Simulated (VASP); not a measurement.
## SnO: single point with PBE

SnO:

```xyz
4
Lattice="3.8020 0.0000 0.0000 0.0000 3.8020 0.0000 0.0000 0.0000 4.8360" Properties=species:S:1:pos:R:3 pbc="T T T"
Sn    0.0000    1.8796    1.1404
Sn    1.9010   -0.0214    3.6696
O     0.0000    0.0000    0.0000
O     1.9010    1.9010    0.0000
```

This cell differs from its parent crystal: all Sn atoms moved +0.025 Å, as atom 1 towards its neighbour atom 3 (O) at 2.224 Å.

```json
{
 "Program": "VASP 6.6.1",
 "Task": "single point",
 "Functional": "PBE",
 "Potentials or basis": "VASP PAW PBE potentials, release 64 (Sn_d, O)",
 "Cutoff": "520 eV",
 "k mesh": "12 × 12 × 10",
 "Occupations": "gaussian, width 0.15 eV",
 "Spin": "no spin polarisation",
 "Dipole correction": "no",
 "Further INCAR settings": "ALGO = Fast; EDIFF = 1e-07; NBANDS = 28"
}
```

The pressure is 4.5 GPa, the largest force is 0.546 eV/Å and the band gap on the k mesh is 0.03 eV (least direct gap 1.92 eV).

Forces in eV/Å, atoms in the order of the input:
```
Sn   0.000  0.092  0.538
Sn   0.000  0.083 -0.348
O    0.000 -0.093 -0.100
O    0.000 -0.082 -0.090
```

Stress tensor (GPa, compression positive):
```
4.83 0.00 0.00
0.00 4.89 0.02
0.00 0.02 3.66
```

Levels at points of the mesh, in eV from the valence-band top:
```
           k point  band 17  band 18  band 19  band 20  band 21  band 22  band 23  band 24
(0.00, 0.00, 0.00)    -3.54    -3.22    -3.22     0.00     2.09     4.35     4.64     4.66
(0.50, 0.00, 0.00)    -4.91    -4.86    -2.78    -2.75     3.16     3.18     5.83     5.91
(0.00, 0.50, 0.00)    -4.92    -4.87    -2.78    -2.75     3.16     3.18     5.84     5.94
(0.50, 0.50, 0.00)    -2.57    -2.54    -1.96    -1.89     0.03     0.03     4.40     4.47
(0.00, 0.00, 0.50)    -3.24    -3.23    -3.13    -2.28     1.69     2.92     2.92     3.67
(0.50, 0.00, 0.50)    -4.89    -4.83    -1.82    -1.76     2.54     2.58     5.35     5.44
(0.00, 0.50, 0.50)    -4.89    -4.84    -1.82    -1.76     2.54     2.58     5.35     5.44
(0.50, 0.50, 0.50)    -2.76    -2.69    -2.57    -2.54     2.29     2.29     4.03     4.03
```

Wall time 14 min on 1 thread of Oxide Virtual Turin-like Processor, on a shared host, peak memory 0.66 GiB.

Caveat: the cell differs from its parent crystal (all Sn atoms moved +0.025 Å, as atom 1 towards its neighbour atom 3 (O) at 2.224 Å); the cell stands under pressure; the smearing spreads over this small gap; semilocal functionals underestimate gaps, and a narrow one can read as zero; spin-orbit coupling is left out, which moves the levels of the heavy elements. A k mesh can miss the band edges.
